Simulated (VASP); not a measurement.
Here is a VASP 6.6.1 calculation.

File INCAR:

```
ALGO = Normal
EDIFF = 1E-6
ENCUT = 520
GGA = PE
ISIF = 2
ISMEAR = -1
LASPH = True
LCHARG = True
LELF = True
LREAL = False
LVHAR = True
LWAVE = False
NBANDS = 11
NELM = 100
PREC = Accurate
SIGMA = 0.02
```

Contents of KPOINTS:

```
k-points
0
Gamma
  12 12 12
```

File POSCAR:

```
C
1.0
    0.0000000000      1.7979253840      1.7979253840
    1.7979253840      0.0000000000      1.7979253840
    1.7979253840      1.7979253840      0.0000000000
C
2
Direct
    0.0000000000      0.0000000000      0.0000000000
    0.2500000000      0.2500000000      0.2500000000
```

Potentials or basis: VASP PAW PBE potentials, release 64 (C).

The run is started by

```console
$ cat potpaw_PBE.64/C/POTCAR > POTCAR
$ mpirun -np 1 vasp_std > vasp.out
```

Problem. What does it give for the band gap on the k mesh?

Solution. 4.10 eV, indirect (least direct gap 5.52 eV).

Problem. Estimate the pressure.

Solution. -7.9 GPa.

Caveat: the cell differs from its parent crystal (strain +1.0%). A k mesh can miss the band edges.
